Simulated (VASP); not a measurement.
# Ni (Im-3m) in VASP: further runs

The runs below take Ni through single point, with PBE, LDA.

Program: VASP 6.6.1. These are calculated values, not measurements. Logs are shortened: lines on timing, memory, paths and dates and some standing lists are left out, and cuts for length are marked.

## 1. The cell of the first run

It takes space group Im-3m (No. 229, cubic). Conventional cell: a = 2.749 Å, b = 2.749 Å, c = 2.749 Å, α = 90.00°, β = 90.00°, γ = 90.00°. Within 3.1 Å of Ni (site symmetry m-3m) lie 14 Ni at 2.38 to 2.75 Å.

## 2. Single point, PBE, collinear spin, ferromagnetic start

File INCAR:

```
SYSTEM = Ni
  PREC = Accurate
  ENCUT = 520
  EDIFF = 1E-6
  ISMEAR = -1
  SIGMA = 0.05
  LREAL = .False.
  LASPH = .True.
  NELM = 150
  ALGO = Normal
  ISIF = 2
  LWAVE = .False.
  LCHARG = .False.
  ISPIN = 2
  MAGMOM = 1
  LORBIT = 11
  LMAXMIX = 4
  GGA = PE
  NBANDS = 15
```

File KPOINTS:

```
Automatic mesh
0
Gamma
  13 13 13
  0 0 0
```

File POSCAR:

```
Ni
1.0
   -1.3744285092      1.3744285092      1.3744285092
    1.3744285092     -1.3744285092      1.3744285092
    1.3744285092      1.3744285092     -1.3744285092
Ni
1
Direct
    0.0000000000      0.0000000000      0.0000000000
```

Potentials or basis: VASP PAW PBE potentials, release 64 (Ni).

Command:

```console
> cat potpaw_PBE.64/Ni/POTCAR > POTCAR
> mpirun -np 1 vasp_std > vasp.out
```

OUTCAR:

```text
SYSTEM = Ni
   PREC = Accurate
   ENCUT = 520
   EDIFF = 1E-6
   ISMEAR = -1
   LREAL = .False.
   LASPH = .True.
   NELM = 150
   ISIF = 2
   ISPIN = 2
   LORBIT = 11
   GGA = PE

 ion  position               nearest neighbor table
   1  0.000  0.000  0.000-

  LATTYP: Found a body centered cubic cell.
 ALAT       =     2.7488570184

  Lattice vectors:

 A1 = (  -1.3744285092,   1.3744285092,   1.3744285092)
 A2 = (   1.3744285092,  -1.3744285092,   1.3744285092)
 A3 = (   1.3744285092,   1.3744285092,  -1.3744285092)

Analysis of symmetry for initial positions (statically):
=====================================================================
 Subroutine PRICEL returns:
 Original cell was already a primitive cell.

 Routine SETGRP: Setting up the symmetry group for a
 body centered cubic supercell.

 Subroutine GETGRP returns: Found 48 space group operations
 (whereof 48 operations were pure point group operations)
 out of a pool of 48 trial point group operations.

The static configuration has the point symmetry O_h .

Analysis of symmetry for dynamics (positions and initial velocities):
=====================================================================
 Subroutine PRICEL returns:
 Original cell was already a primitive cell.

 Routine SETGRP: Setting up the symmetry group for a
 body centered cubic supercell.

 Subroutine GETGRP returns: Found 48 space group operations
 (whereof 48 operations were pure point group operations)
 out of a pool of 48 trial point group operations.

The dynamic configuration has the point symmetry O_h .

Analysis of structural, dynamic, and magnetic symmetry:
=====================================================================
 Subroutine PRICEL returns:
 Original cell was already a primitive cell.

 Routine SETGRP: Setting up the symmetry group for a
 body centered cubic supercell.

 Subroutine GETGRP returns: Found 48 space group operations
 (whereof 48 operations were pure point group operations)
 out of a pool of 48 trial point group operations.

The overall configuration has the point symmetry O_h .

 Subroutine INISYM returns: Found 48 space group operations
 (whereof 48 operations are pure point group operations),
 and found     1 'primitive' translations

----------------------------------------------------------------------------------------

                                     Primitive cell

  volume of cell :      10.3855

  direct lattice vectors                    reciprocal lattice vectors
    -1.374428509  1.374428509  1.374428509     0.000000000  0.363787565  0.363787565
     1.374428509 -1.374428509  1.374428509     0.363787565  0.000000000  0.363787565
     1.374428509  1.374428509 -1.374428509     0.363787565  0.363787565  0.000000000

  length of vectors
     2.380580009  2.380580009  2.380580009     0.514473308  0.514473308  0.514473308

  position of ions in fractional coordinates (direct lattice)
     0.000000000  0.000000000  0.000000000

  ion indices of the primitive-cell ions
   primitive index   ion index
                 1           1

----------------------------------------------------------------------------------------

 KPOINTS: Automatic mesh

Automatic generation of k-mesh.
 Grid dimensions read from file:
 generate k-points for:   13   13   13

 Generating k-lattice:

  Cartesian coordinates                     Fractional coordinates (reciprocal lattice)
     0.000000000  0.027983659  0.027983659     0.076923077  0.000000000  0.000000000
     0.027983659  0.000000000  0.027983659     0.000000000  0.076923077  0.000000000
     0.027983659  0.027983659  0.000000000     0.000000000  0.000000000  0.076923077

  Length of vectors
     0.039574870  0.039574870  0.039574870

  Shift w.r.t. Gamma in fractional coordinates (k-lattice)
     0.000000000  0.000000000  0.000000000

 Subroutine IBZKPT returns following result:
 ===========================================

 Found     84 irreducible k-points:

 Following reciprocal coordinates:
            Coordinates               Weight
  0.000000  0.000000  0.000000      1.000000
  0.076923  0.000000  0.000000     12.000000
  0.153846  0.000000  0.000000     12.000000
  0.230769  0.000000  0.000000     12.000000
  0.307692  0.000000  0.000000     12.000000
  0.384615  0.000000  0.000000     12.000000
[... 16 lines left out ...]
  0.153846  0.076923  0.076923     24.000000
  0.230769  0.076923  0.076923     24.000000
 [... further k-points ...]
   k-points           NKPTS =     84   k-points in BZ     NKDIM =     84   number of bands    NBANDS=     15
   number of dos      NEDOS =    301   number of ions     NIONS =      1
   total plane-waves  NPLWV =   5832
   dimension x,y,z NGX =    18 NGY =   18 NGZ =   18
   dimension x,y,z NGXF=    36 NGYF=   36 NGZF=   36
   ions per type =               1
   NGX,Y,Z   is equivalent  to a cutoff of  12.57, 12.57, 12.57 a.u.
   NGXF,Y,Z  is equivalent  to a cutoff of  25.14, 25.14, 25.14 a.u.
 SYSTEM =  Ni
   PREC   = accura    normal or accurate (medium, high low for compatibility)
   ISTART =      0    job   : 0-new  1-cont  2-samecut
   ICHARG =      2    charge: 1-file 2-atom 10-const
   ISPIN  =      2    spin polarized calculation?
   LNONCOLLINEAR =      F non collinear calculations
   LSORBIT =      F    spin-orbit coupling
   LASPH  =      T    aspherical Exc in radial PAW
   ENCUT  =  520.0 eV  38.22 Ry    6.18 a.u.   4.43  4.43  4.43*2*pi/ulx,y,z
   NELM   =    150;   NELMIN=  2; NELMDL= -5     # of ELM steps
   EDIFF  = 0.1E-05   stopping-criterion for ELM
   LREAL  =      F    real-space projection
   EDIFFG = 0.1E-04   stopping-criterion for IOM
   NSW    =      0    number of steps for IOM
   IBRION =     -1    ionic relax: 0-MD 1-quasi-New 2-CG
   NFREE  =      0    steps in history (QN), initial steepest desc. (CG)
   ISIF   =      2    stress and relaxation
   ISYM   =      2    0-nonsym 1-usesym 2-fastsym
   POTIM  = 0.5000    time-step for ionic-motion
   TEBEG  =    0.0;   TEEND  =   0.0 temperature during run
   PSTRESS=    0.0 pullay stress
   NELECT =      10.0000    total number of electrons
   NUPDOWN=      -1.0000    fix difference up-down
   EMIN   =  10.00;   EMAX   =-10.00  energy-range for DOS
   EFERMI =   0.00;   METHOD = LEGACY
   ISMEAR =    -1;   SIGMA  =   0.05  broadening in eV -4-tet -1-fermi 0-gaus
   EFERMI_NEDOS =   21; number of points for ismear=-14 and -15
   IALGO  =     38    algorithm
   IMIX   =      4    mixing-type and parameters
     AMIX     =   0.40;   BMIX     =  1.00
     AMIX_MAG =   1.60;   BMIX_MAG =  1.00
  volume/ion in A,a.u.               =      10.39        70.08
  Fermi-wavevector in a.u.,A,eV,Ry     =   1.616588  3.054908 35.556877  2.613357
  Thomas-Fermi vector in A             =   2.711150
   LORBIT       =     11    0 simple, 1 ext, 2 COOP (PROOUT), +10 PAW based schemes
   GGA     = PE    functional components
   LHFCALC =     F    Hartree Fock is set to
   AEXX    =    0.0000 exact exchange contribution
   IVDW    =     0    specifies the selected vdW correction
   LEPSILON=     F    determine dielectric tensor
   LRPA    =     F    only Hartree local field effects (RPA)
 spin polarized calculation
  energy-cutoff  :      520.00
  volume of cell :       10.39
 maximum number of plane-waves:       321
 NGX is ok and might be reduce to    18
   NGX =  9   NGY =  9   NGZ =  9

 number of electron      10.0000012 magnetization       0.5639159

 Free energy of the ion-electron system (eV)
  ---------------------------------------------------
  ext. energy  EPLUGINS =         0.00000000
  ---------------------------------------------------
  free energy    TOTEN  =        -5.35973569 eV

  energy without entropy =       -5.34531060  energy(sigma->0) =       -5.35252315

 E-fermi :   9.8952     XC(G=0): -13.5277

 val. band max:        9.8714601274   @ k =  -0.3846  -0.3846   0.1538
 cond. band min:       9.8954980981   @ k =  -0.3077   0.3846   0.0769
 fundamental gap:      0.0240379707
 Fermi energy:         9.8951539132

 spin component 1

 k-point     1 :       0.0000    0.0000    0.0000
  band No.  band energies     occupation
      1       0.7038      1.00000
      2       7.5012      1.00000
      3       7.5012      1.00000
      4       7.5012      1.00000
      5       9.0020      1.00000
      6       9.0020      1.00000
      7      36.8579      0.00000
      8      36.8579      0.00000
      9      36.8579      0.00000
     10      42.0797      0.00000
     11      42.0797      0.00000
     12      43.5270      0.00000
     13      43.5270      0.00000
     14      43.5270      0.00000
     15      44.0976      0.00000

 k-point     2 :       0.0769    0.0000    0.0000
  band No.  band energies     occupation
      1       0.9570      1.00000
      2       7.4417      1.00000
      3       7.4963      1.00000
      4       7.6193      1.00000
      5       8.9426      1.00000
      6       9.0068      1.00000
      7      34.9900      0.00000
      8      36.3877      0.00000
      9      36.5668      0.00000
     10      40.6948      0.00000
     11      40.7986      0.00000
     12      40.9411      0.00000
     13      43.2351      0.00000
     14      44.8831      0.00000
     15      45.9664      0.00000
[... 365 lines left out ...]
      3       7.0883      1.00000
      4       8.8577      1.00000
      5       8.9197      1.00000
      6       9.0108      1.00000
      7      27.3697      0.00000
      8      29.4488      0.00000
      9      31.4429      0.00000
     10      38.7382      0.00000
     11      42.9140      0.00000
     12      43.3985      0.00000
     13      45.7945      0.00000
     14      46.8578      0.00000
     15      50.8795      0.00000

 k-point    24 :       0.2308    0.0769    0.0769
  band No.  band energies     occupation
      1       4.4578      1.00000
      2       6.7548      1.00000
      3       7.1066      1.00000
      4       8.8717      1.00000
      5       9.0857      1.00000
      6       9.6827      0.98591
      7      23.4884      0.00000
      8      28.1381      0.00000
      9      29.6755      0.00000
     10      38.4610      0.00000
     11      42.2655      0.00000
     12      44.9591      0.00000
     13      46.9676      0.00000
     14      50.6174      0.00000
     15      53.5279      0.00000

 [... further k-points ...]

 spin component 2

 k-point     1 :       0.0000    0.0000    0.0000
  band No.  band energies     occupation
      1       0.7027      1.00000
      2       8.1789      1.00000
      3       8.1789      1.00000
      4       8.1789      1.00000
      5       9.4958      0.99966
      6       9.4958      0.99966
      7      36.7735      0.00000
      8      36.7735      0.00000
      9      36.7735      0.00000
     10      42.0195      0.00000
     11      42.0195      0.00000
     12      43.7199      0.00000
     13      43.7199      0.00000
     14      43.7199      0.00000
     15      44.2660      0.00000

 k-point     2 :       0.0769    0.0000    0.0000
  band No.  band energies     occupation
      1       0.9561      1.00000
      2       8.1153      1.00000
      3       8.1703      1.00000
      4       8.3009      1.00000
      5       9.4341      0.99990
      6       9.5009      0.99962
      7      34.9578      0.00000
      8      36.3141      0.00000
      9      36.5149      0.00000
     10      40.8167      0.00000
     11      40.8798      0.00000
     12      41.0902      0.00000
     13      43.2115      0.00000
     14      45.0235      0.00000
     15      46.0712      0.00000
[... 365 lines left out ...]
      3       7.6883      1.00000
      4       9.3751      0.99997
      5       9.5167      0.99948
      6       9.6214      0.99582
      7      27.4708      0.00000
      8      29.5054      0.00000
      9      31.5997      0.00000
     10      38.6820      0.00000
     11      43.0161      0.00000
     12      43.4313      0.00000
     13      45.8356      0.00000
     14      46.9500      0.00000
     15      51.0651      0.00000

 k-point    24 :       0.2308    0.0769    0.0769
  band No.  band energies     occupation
      1       4.5519      1.00000
      2       7.3696      1.00000
      3       7.6190      1.00000
      4       9.4122      0.99994
      5       9.5934      0.99761
      6      10.3658      0.00008
      7      23.6459      0.00000
      8      28.2000      0.00000
      9      29.8151      0.00000
     10      38.4518      0.00000
     11      42.3609      0.00000
     12      44.9788      0.00000
     13      47.0145      0.00000
     14      50.6950      0.00000
     15      53.7061      0.00000

 [... further k-points ...]
[... 5 lines left out ...]
  --------------------------------------------------------------------------------------
  -------------------------------------------------------------------------------------
  Total        0.8013957      0.8013957      0.8013957      0.0000000      0.0000000      0.0000000
  in kB      123.6320722    123.6320722    123.6320722      0.0000000      0.0000000      0.0000000
  external PRESSURE =     123.6320722 kB  Pullay stress =       0.0000000 kB

 VOLUME and BASIS-vectors are now :
 -----------------------------------------------------------------------------
  energy-cutoff  :      520.00
  volume of cell :       10.39
      direct lattice vectors                 reciprocal lattice vectors
    -1.374428509  1.374428509  1.374428509     0.000000000  0.363787565  0.363787565
     1.374428509 -1.374428509  1.374428509     0.363787565  0.000000000  0.363787565
     1.374428509  1.374428509 -1.374428509     0.363787565  0.363787565  0.000000000

 POSITION                                       TOTAL-FORCE (eV/Angst)
 -----------------------------------------------------------------------------------
      0.00000      0.00000      0.00000         0.000000      0.000000      0.000000
 -----------------------------------------------------------------------------------
    total drift:                                0.000000      0.000000      0.000000

  FREE ENERGIE OF THE ION-ELECTRON SYSTEM (eV)
  ---------------------------------------------------
  free  energy   TOTEN  =        -5.3597356868 eV

  energy  without entropy=       -5.3453106049  energy(sigma->0) =       -5.35252315

 total charge

# of ion       s       p       d       tot
------------------------------------------
    1        0.512   0.532   8.356   9.400

 magnetization (x)

# of ion       s       p       d       tot
------------------------------------------
    1       -0.003  -0.015   0.586   0.568
```

Wall time 16 s (1 thread of Intel Xeon Platinum 8488C (Sapphire Rapids), shared host); peak memory 0.13 GiB.

Results:

| Property | Result |
| --- | --- |
| Free energy | -5.3597 eV |
| Pressure | 12.4 GPa |
| Net moment | 0.56 μB per cell |
| Site moments | Ni +0.57 μB |
| Valence electrons inside the program's atomic spheres | Ni 9.40 |

## 3. Single point, PBE, collinear spin, ferromagnetic start

This run uses another cell than the first one, of 10.60 Å³/atom, 1.020 times its volume.

File INCAR:

```
SYSTEM = Ni
ALGO = Fast
EDIFF = 1E-6
ENCUT = 520
GGA = PE
ISIF = 2
ISMEAR = -1
ISPIN = 2
LASPH = .TRUE.
LCHARG = .TRUE.
LELF = .TRUE.
LMAXMIX = 4
LORBIT = 11
LREAL = .FALSE.
LVHAR = .TRUE.
LWAVE = .FALSE.
MAGMOM = 1
NBANDS = 15
NELM = 150
PREC = Accurate
SIGMA = 0.05
```

File KPOINTS:

```
k-points
0
G
  13 13 13
  0 0 0
```

File POSCAR:

```
Ni
1.0
   -1.3837154700      1.3837154700      1.3837154700
    1.3837154700     -1.3837154700      1.3837154700
    1.3837154700      1.3837154700     -1.3837154700
Ni
1
Direct
    0.0000000000      0.0000000000      0.0000000000
```

Potentials or basis: VASP PAW PBE potentials, release 64 (Ni).

Command:

```console
> cat potpaw_PBE.64/Ni/POTCAR > POTCAR
> mpirun -np 1 vasp_std > vasp.out
```

OUTCAR:

```text
SYSTEM = Ni
   EDIFF = 1E-6
   ENCUT = 520
   GGA = PE
   ISIF = 2
   ISMEAR = -1
   ISPIN = 2
   LASPH = .TRUE.
   LORBIT = 11
   LREAL = .FALSE.
   NELM = 150
   PREC = Accurate

 ion  position               nearest neighbor table
   1  0.000  0.000  0.000-

  LATTYP: Found a body centered cubic cell.
 ALAT       =     2.7674309400

  Lattice vectors:

[... 1066 lines left out ...]
     15      52.9261      0.00000

 [... further k-points ...]
[... 5 lines left out ...]
  --------------------------------------------------------------------------------------
  -------------------------------------------------------------------------------------
  Total        0.5073807      0.5073807      0.5073807      0.0000000      0.0000000     -0.0000000
  in kB       76.7086099     76.7086099     76.7086099      0.0000000      0.0000000     -0.0000000
  external PRESSURE =      76.7086099 kB  Pullay stress =       0.0000000 kB

 VOLUME and BASIS-vectors are now :
 -----------------------------------------------------------------------------
  energy-cutoff  :      520.00
  volume of cell :       10.60
      direct lattice vectors                 reciprocal lattice vectors
    -1.383715470  1.383715470  1.383715470     0.000000000  0.361345964  0.361345964
     1.383715470 -1.383715470  1.383715470     0.361345964  0.000000000  0.361345964
     1.383715470  1.383715470 -1.383715470     0.361345964  0.361345964  0.000000000

 POSITION                                       TOTAL-FORCE (eV/Angst)
 -----------------------------------------------------------------------------------
      0.00000      0.00000      0.00000         0.000000      0.000000      0.000000
 -----------------------------------------------------------------------------------
    total drift:                                0.000000      0.000000      0.000000

  FREE ENERGIE OF THE ION-ELECTRON SYSTEM (eV)
  ---------------------------------------------------
  free  energy   TOTEN  =        -5.3729191940 eV

  energy  without entropy=       -5.3585425232  energy(sigma->0) =       -5.36573086

 total charge

# of ion       s       p       d       tot
------------------------------------------
    1        0.503   0.513   8.346   9.362

 magnetization (x)

# of ion       s       p       d       tot
------------------------------------------
    1       -0.003  -0.015   0.600   0.581
```

Run time: 20 s. Hardware: 1 thread of Intel Xeon Platinum 8488C (Sapphire Rapids), shared host; peak memory 0.14 GiB.

What came out:

- Free energy: -5.3729 eV
- Pressure: 7.7 GPa
- Net moment: 0.58 μB per cell
- Site moments: Ni +0.58 μB
- Valence electrons inside the program's atomic spheres: Ni 9.36

(Part 1 of 3 ends here.)
